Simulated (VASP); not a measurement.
# MgH2 (P1) in VASP: relaxation of cell and atoms with PBEsol

Aim: the relaxation of cell and atoms of MgH2 with PBEsol.

All numbers are computed with VASP 6.6.1; they aren't measurements. Logs are shortened: lines on timing, memory, paths and dates and some standing lists are left out, and cuts for length are marked.

## 1. The cell of the first run

The typed cell holds 6 atoms: a = 5.329 Å, b = 5.408 Å, c = 5.347 Å, α = 138.61°, β = 138.14°, γ = 60.72°.

## 2. Relaxation of cell and atoms, PBEsol

INCAR reads:

```
ALGO = Normal ; EDIFF = 1E-7
EDIFFG = -0.01 ; ENCUT = 600
GGA = PS ; IBRION = 2
ISIF = 3 ; ISMEAR = -1
LASPH = True ; LCHARG = False
LREAL = False ; LWAVE = False
NELM = 60 ; NSW = 100
PREC = Accurate ; SIGMA = 0.05
```

KPOINTS reads:

```
k-points
0
Gamma
  6 6 6
```

POSCAR reads:

```
MgH2
1.0
   -1.8874339721      1.8941071432      4.6094473950
    1.9435124654     -1.9496663964      4.6548212285
    1.8572869025      1.9195193268     -4.6320287923
Mg H
2 4
Direct
    0.7274066977      0.1993022112      0.4530551869
   -0.0309892517      0.0282171012      0.0121013631
    0.4841515086      0.0117166051      0.4672331033
    0.7774225503      0.8035302820     -0.0034429003
    0.2272864578      0.2325249742      0.0311283136
    0.8931376004      0.4503761483      0.4481679423
```

Potentials or basis: VASP PAW PBE potentials, release 64 (Mg, H).

On the command line:

```
$ cat potpaw_PBE.64/Mg/POTCAR potpaw_PBE.64/H/POTCAR > POTCAR
$ mpirun -np 1 vasp_std > vasp.out
```

OUTCAR:

```text
EDIFF = 1E-7
   EDIFFG = -0.01
   ENCUT = 600
   GGA = PS
   IBRION = 2
   ISIF = 3
   ISMEAR = -1
   LASPH = True
   LREAL = False
   NELM = 60
   NSW = 100
   PREC = Accurate

 ion  position               nearest neighbor table
   1  0.727  0.199  0.453-   4 1.78   5 1.85   6 1.97   5 2.01   3 2.06   4 2.15   2 2.86   2 2.95
                             2 2.99   2 3.24
   2  0.969  0.028  0.012-   6 1.82   4 1.86   3 1.90   3 1.95   5 2.06   6 2.07   1 2.86   1 2.95
                             1 2.99   1 3.24
   3  0.484  0.012  0.467-   2 1.90   2 1.95   1 2.06
   4  0.777  0.804  0.997-   1 1.78   2 1.86   1 2.15
   5  0.227  0.233  0.031-   1 1.85   1 2.01   2 2.06
   6  0.893  0.450  0.448-   2 1.82   1 1.97   2 2.07

  LATTYP: Found a triclinic cell.
 ALAT       =     3.8138124781
 B/A-ratio  =     1.4005894327
 C/A-ratio  =     1.3972602671
 COS(alpha) =     0.0017716983
 COS(beta)  =     0.3531021549
 COS(gamma) =     0.7026916920

  Lattice vectors:

 A1 = (   0.0301470696,  -3.8136264700,   0.0225813973)
 A2 = (  -3.7706522983,  -3.7834794004,  -0.0002110389)
 A3 = (   1.8874339721,  -1.8941071432,  -4.6094473950)

Analysis of symmetry for initial positions (statically):
=====================================================================
 Subroutine PRICEL returns:
 Original cell was already a primitive cell.

 Routine SETGRP: Setting up the symmetry group for a
 triclinic supercell.

 Subroutine GETGRP returns: Found  1 space group operations
 (whereof  1 operations were pure point group operations)
 out of a pool of  2 trial point group operations.

The static configuration has the point symmetry C_1 .

Analysis of symmetry for dynamics (positions and initial velocities):
=====================================================================
 Subroutine PRICEL returns:
 Original cell was already a primitive cell.

 Routine SETGRP: Setting up the symmetry group for a
 triclinic supercell.

 Subroutine GETGRP returns: Found  1 space group operations
 (whereof  1 operations were pure point group operations)
 out of a pool of  2 trial point group operations.

The dynamic configuration has the point symmetry C_1 .

 Subroutine INISYM returns: Found  1 space group operations
 (whereof  1 operations are pure point group operations),
 and found     1 'primitive' translations

----------------------------------------------------------------------------------------

                                     Primitive cell

  volume of cell :      67.1330

  direct lattice vectors                    reciprocal lattice vectors
    -1.887433972  1.894107143  4.609447395     0.001428382  0.262877329  0.109509472
     1.943512465 -1.949666396  4.654821229     0.262486135  0.002704813  0.106368942
     1.857286903  1.919519327 -4.632028792     0.265199147  0.264313909 -0.000020173

  length of vectors
     5.328888642  5.407938649  5.346939294     0.284778606  0.283232482  0.374422797

  position of ions in fractional coordinates (direct lattice)
     0.727406698  0.199302211  0.453055187
     0.969010748  0.028217101  0.012101363
     0.484151509  0.011716605  0.467233103
     0.777422550  0.803530282  0.996557100
     0.227286458  0.232524974  0.031128314
     0.893137600  0.450376148  0.448167942

  ion indices of the primitive-cell ions
   primitive index   ion index
                 1           1
                 2           2
                 3           3
                 4           4
                 5           5
                 6           6

----------------------------------------------------------------------------------------

 KPOINTS: k-points

Automatic generation of k-mesh.
 Grid dimensions read from file:
 generate k-points for:    6    6    6

 Generating k-lattice:

  Cartesian coordinates                     Fractional coordinates (reciprocal lattice)
     0.000238064  0.043812888  0.018251579     0.166666667  0.000000000  0.000000000
     0.043747689  0.000450802  0.017728157    -0.000000000  0.166666667  0.000000000
     0.044199858  0.044052318 -0.000003362    -0.000000000  0.000000000  0.166666667

  Length of vectors
     0.047463101  0.047205414  0.062403799

  Shift w.r.t. Gamma in fractional coordinates (k-lattice)
     0.000000000  0.000000000  0.000000000

 Subroutine IBZKPT returns following result:
 ===========================================

 Found    112 irreducible k-points:

 Following reciprocal coordinates:
            Coordinates               Weight
  0.000000  0.000000  0.000000      1.000000
  0.166667 -0.000000  0.000000      2.000000
  0.333333  0.000000  0.000000      2.000000
  0.500000  0.000000  0.000000      1.000000
  0.000000  0.166667 -0.000000      2.000000
  0.166667  0.166667 -0.000000      2.000000
[... 16 lines left out ...]
  0.333333 -0.000000  0.166667      2.000000
  0.500000  0.000000  0.166667      2.000000
 [... further k-points ...]
   k-points           NKPTS =    112   k-points in BZ     NKDIM =    112   number of bands    NBANDS=      8
   number of dos      NEDOS =    301   number of ions     NIONS =      6
   total plane-waves  NPLWV = 110592
   dimension x,y,z NGX =    48 NGY =   48 NGZ =   48
   dimension x,y,z NGXF=    96 NGYF=   96 NGZF=   96
   ions per type =               2   4
   NGX,Y,Z   is equivalent  to a cutoff of  14.97, 14.76, 14.92 a.u.
   NGXF,Y,Z  is equivalent  to a cutoff of  29.95, 29.51, 29.85 a.u.
 SYSTEM =  unknown system
   PREC   = accura    normal or accurate (medium, high low for compatibility)
   ISTART =      0    job   : 0-new  1-cont  2-samecut
   ICHARG =      2    charge: 1-file 2-atom 10-const
   ISPIN  =      1    spin polarized calculation?
   LNONCOLLINEAR =      F non collinear calculations
   LSORBIT =      F    spin-orbit coupling
   LASPH  =      T    aspherical Exc in radial PAW
   ENCUT  =  600.0 eV  44.10 Ry    6.64 a.u.  10.64 10.80 10.68*2*pi/ulx,y,z
   NELM   =     60;   NELMIN=  2; NELMDL= -5     # of ELM steps
   EDIFF  = 0.1E-06   stopping-criterion for ELM
   LREAL  =      F    real-space projection
   EDIFFG = -.1E-01   stopping-criterion for IOM
   NSW    =    100    number of steps for IOM
   IBRION =      2    ionic relax: 0-MD 1-quasi-New 2-CG
   NFREE  =      1    steps in history (QN), initial steepest desc. (CG)
   ISIF   =      3    stress and relaxation
   ISYM   =      2    0-nonsym 1-usesym 2-fastsym
   POTIM  = 0.5000    time-step for ionic-motion
   TEBEG  =    0.0;   TEEND  =   0.0 temperature during run
   PSTRESS=    0.0 pullay stress
   NELECT =       8.0000    total number of electrons
   NUPDOWN=      -1.0000    fix difference up-down
   EMIN   =  10.00;   EMAX   =-10.00  energy-range for DOS
   EFERMI =   0.00;   METHOD = LEGACY
   ISMEAR =    -1;   SIGMA  =   0.05  broadening in eV -4-tet -1-fermi 0-gaus
   EFERMI_NEDOS =   21; number of points for ismear=-14 and -15
   IALGO  =     38    algorithm
   IMIX   =      4    mixing-type and parameters
     AMIX     =   0.40;   BMIX     =  1.00
     AMIX_MAG =   1.60;   BMIX_MAG =  1.00
  volume/ion in A,a.u.               =      11.19        75.51
  Fermi-wavevector in a.u.,A,eV,Ry     =   0.805612  1.522387  8.830335  0.649011
  Thomas-Fermi vector in A             =   1.913890
   LORBIT       =      0    0 simple, 1 ext, 2 COOP (PROOUT), +10 PAW based schemes
   GGA     = PS    functional components
   LHFCALC =     F    Hartree Fock is set to
   AEXX    =    0.0000 exact exchange contribution
   IVDW    =     0    specifies the selected vdW correction
   LEPSILON=     F    determine dielectric tensor
   LRPA    =     F    only Hartree local field effects (RPA)
 conjugate gradient relaxation of ions
 non-spin polarized calculation
  energy-cutoff  :      600.00
  volume of cell :       67.13
 maximum number of plane-waves:      2253
 NGX is ok and might be reduce to    48
   NGX = 21   NGY = 21   NGZ = 21

--------------------------------------- Ionic step        1  -------------------------------------------

 number of electron       8.0000000 magnetization

 Free energy of the ion-electron system (eV)
  ---------------------------------------------------
  ext. energy  EPLUGINS =         0.00000000
  ---------------------------------------------------
  free energy    TOTEN  =       -17.20804730 eV

  energy without entropy =      -17.20804730  energy(sigma->0) =      -17.20804730

------------------------ aborting loop because EDIFF is reached ----------------------------------------

  FORCE on cell =-STRESS in cart. coord.  units (eV):
  Direction    XX          YY          ZZ          XY          YZ          ZX
  --------------------------------------------------------------------------------------
  -------------------------------------------------------------------------------------
  Total        0.5272899      0.3142714      0.2009298     -0.0113480     -0.3029781     -1.1431946
  in kB       12.5841520      7.5003134      4.7953334     -0.2708293     -7.2307908    -27.2831607
  external PRESSURE =       8.2932663 kB  Pullay stress =       0.0000000 kB
[... 101 lines left out ...]
  FREE ENERGIE OF THE ION-ELECTRON SYSTEM (eV)
  ---------------------------------------------------
  free  energy   TOTEN  =       -17.4187246665 eV

  energy  without entropy=      -17.4187246665  energy(sigma->0) =      -17.41872467

[... ionic steps 4 to 19 ...]

--------------------------------------- Ionic step       20  -------------------------------------------

 number of electron       8.0000000 magnetization

------------------------ aborting loop because EDIFF is reached ----------------------------------------
[... 75 lines left out ...]
--------------------------------------- Ionic step       22  -------------------------------------------

 number of electron       8.0000000 magnetization

 Free energy of the ion-electron system (eV)
  ---------------------------------------------------
  ext. energy  EPLUGINS =         0.00000000
  ---------------------------------------------------
  free energy    TOTEN  =       -17.48761619 eV

  energy without entropy =      -17.48761619  energy(sigma->0) =      -17.48761619

 E-fermi :   0.5946     XC(G=0):  -8.1318

 val. band max:       -0.3997113694   @ k =   0.0000   0.0000   0.0000
 cond. band min:       2.9049380451   @ k =  -0.0000   0.0000   0.5000
 fundamental gap:      3.3046494145
 Fermi energy:         0.5946352517

 k-point     1 :       0.0000    0.0000    0.0000
  band No.  band energies     occupation
      1      -7.2612      2.00000
      2      -2.3640      2.00000
      3      -2.1877      2.00000
      4      -0.3997      2.00000
      5       4.1244      0.00000
      6       5.9914      0.00000
      7       5.9923      0.00000
      8       6.4973      0.00000
[... 243 lines left out ...]
 k-point    24 :       0.5000    0.0000    0.1667
  band No.  band energies     occupation
      1      -5.7114      2.00000
      2      -3.5265      2.00000
      3      -2.5637      2.00000
      4      -1.4200      2.00000
      5       3.6917      0.00000
      6       4.9363      0.00000
      7       5.5107      0.00000
      8       7.4317      0.00000

 [... further k-points ...]

------------------------ aborting loop because EDIFF is reached ----------------------------------------

  FORCE on cell =-STRESS in cart. coord.  units (eV):
  Direction    XX          YY          ZZ          XY          YZ          ZX
  --------------------------------------------------------------------------------------
  -------------------------------------------------------------------------------------
  Total       -0.0256820     -0.0052383     -0.0198706      0.0066122      0.0047405     -0.0016754
  in kB       -0.6118592     -0.1247983     -0.4734048      0.1575312      0.1129403     -0.0399154
  external PRESSURE =      -0.4033541 kB  Pullay stress =       0.0000000 kB
[... 21 lines left out ...]
  FREE ENERGIE OF THE ION-ELECTRON SYSTEM (eV)
  ---------------------------------------------------
  free  energy   TOTEN  =       -17.4876161919 eV

  energy  without entropy=      -17.4876161918  energy(sigma->0) =      -17.48761619

 reached required accuracy - stopping structural energy minimisation
```

Wall time 37 min (1 thread of Intel Xeon 8259CL, shared host); peak memory 0.38 GiB.

Results:

* Free energy: -17.4876 eV
* Relaxed volume: 11.21 Å³/atom
* Relaxed cell: a = 5.381 Å, b = 5.391 Å, c = 5.388 Å, α = 138.76°, β = 138.73°, γ = 59.81°
* Space group after relaxing (to 0.1 Å): I4_1/amd (No. 141)
* Energy gained by relaxing: 46.6 meV/atom
* Ionic steps: 22
* Pressure after relaxing: 0.0 GPa
* Largest force after relaxing: 0.010 eV/Å
* Band gap on the k mesh: 3.30 eV (least direct gap 4.52 eV)

Forces on the atoms (eV/Å):
```
Mg  -0.007 -0.004  0.006
Mg   0.005 -0.001 -0.005
H   -0.007  0.001  0.003
H    0.007  0.003 -0.002
H    0.004 -0.004 -0.004
H   -0.002  0.005  0.002
```

Step by step:
| step | energy change (eV) | largest force (eV/Å) | pressure (GPa) | volume (Å³) |
| --- | --- | --- | --- | --- |
| 1 | 0.0000 | 0.9212 | 0.83 | 67.13 |
| 2 | -0.1424 | 0.5322 | -0.29 | 67.69 |
| 3 | -0.2107 | 0.3583 | -1.07 | 68.51 |
| 4 | -0.2111 | 0.3497 | -1.05 | 68.45 |
| 5 | -0.2436 | 0.2676 | -0.50 | 67.64 |
| 6 | -0.2560 | 0.2090 | 0.20 | 66.72 |
| 7 | -0.2669 | 0.0832 | 0.19 | 66.70 |
| 8 | -0.2687 | 0.0970 | 0.21 | 66.69 |
| 9 | -0.2717 | 0.0701 | 0.05 | 66.93 |
| 10 | -0.2736 | 0.0843 | -0.19 | 67.31 |
| 11 | -0.2760 | 0.0612 | -0.10 | 67.23 |
| 12 | -0.2767 | 0.0831 | -0.02 | 67.17 |
| 13 | -0.2780 | 0.0443 | 0.06 | 67.09 |
| 14 | -0.2782 | 0.0378 | 0.11 | 67.04 |
| 15 | -0.2788 | 0.0222 | -0.02 | 67.22 |
| 16 | -0.2788 | 0.0242 | -0.07 | 67.30 |
| 17 | -0.2791 | 0.0150 | -0.03 | 67.24 |
| 18 | -0.2792 | 0.0218 | 0.00 | 67.20 |
| 19 | -0.2794 | 0.0144 | 0.04 | 67.15 |
| 20 | -0.2794 | 0.0185 | 0.04 | 67.14 |
| 21 | -0.2796 | 0.0112 | -0.01 | 67.21 |
| 22 | -0.2796 | 0.0099 | -0.04 | 67.25 |

Final structure:
```xyz
6
Lattice="-1.8970 1.8921 4.6660 1.9003 -1.9049 4.6714 1.8954 1.9028 -4.6711" Properties=species:S:1:pos:R:3 pbc="T T T"
Mg    0.0186    1.8238    2.2503
Mg    1.9150    1.8120    4.5856
H     0.0233    1.8198    0.2731
H     1.9148    1.8188    2.6086
H     1.9083    1.8282   -2.7741
H     0.0181    1.8105    4.2273
```

Levels at points of the mesh, in eV from the valence-band top:
```
           k point  band 1  band 2  band 3  band 4  band 5  band 6  band 7  band 8
(0.00, 0.00, 0.00)   -6.86   -1.96   -1.79    0.00    4.52    6.39    6.39    6.90
(0.50, 0.00, 0.00)   -4.85   -3.72   -2.50   -0.93    4.01    6.68    6.98    7.71
(0.00, 0.50, 0.00)   -4.86   -3.72   -2.48   -0.94    4.01    6.68    6.99    7.69
(0.50, 0.50, 0.00)   -2.98   -2.96   -2.49   -2.48    3.31    3.33    5.82    5.87
(0.00, 0.00, 0.50)   -2.96   -2.96   -2.50   -2.49    3.30    3.32    5.85    5.85
(0.50, 0.00, 0.50)   -4.86   -3.72   -2.49   -0.92    3.99    6.68    6.99    7.71
(0.00, 0.50, 0.50)   -4.86   -3.73   -2.48   -0.92    4.00    6.66    6.99    7.68
(0.50, 0.50, 0.50)   -5.39   -5.39   -0.29   -0.29    5.12    5.12    8.64    8.65
```

Caveat: the PAW data sets were made with another functional, which shifts forces and pressure a little.
